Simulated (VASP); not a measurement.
InSb3:

```
In Sb
1.0
     0.00000    3.79455    3.79455
     3.79455    0.00000    3.79455
     3.79455    3.79455    0.00000
In Sb
1 3
Direct
  0.00000 0.00000 0.00000
  0.25000 0.25000 0.25000
  0.75000 0.75000 0.75000
  0.50000 0.50000 0.50000
```

| Quantity | Value |
| --- | --- |
| Program | VASP 6.6.1 |
| Task | relaxation of cell and atoms |
| Functional | PBEsol |
| Potentials or basis | VASP PAW PBE potentials, release 64 (In_d, Sb) |
| Cutoff | 600 eV |
| k mesh | 10 × 10 × 10 |
| Occupations | gaussian, width 0.1 eV |
| Spin | no spin polarisation |

At the start: pressure -3.1 GPa; volume 27.32 Å³/atom.

**Question.** How do energy, volume and symmetry change on relaxing?

**Answer.** Over 3 steps the energy falls by 15.2 meV/atom and the volume is 25.82 Å³/atom (-5.5 %); space group Fm-3m (No. 225, to 0.1 Å) before and after.

Step by step:
```csv
step,energy change (eV),largest force (eV/Å),pressure (GPa),volume (Å³)
1,0.0000,0.0000,-3.07,109.27
2,-0.0519,0.0000,1.36,101.19
3,-0.0607,0.0000,0.01,103.29
```

Final structure:
```xyz
4
Lattice="0.0000 3.7240 3.7240 3.7240 0.0000 3.7240 3.7240 3.7240 0.0000" Properties=species:S:1:pos:R:3 pbc="T T T"
In    0.0000    0.0000    0.0000
Sb    1.8620    1.8620    1.8620
Sb    5.5860    5.5860    5.5860
Sb    3.7240    3.7240    3.7240
```

Caveat: the highest band is partly filled, so the run has too few bands; the PAW data sets were made with another functional, which shifts forces and pressure a little.
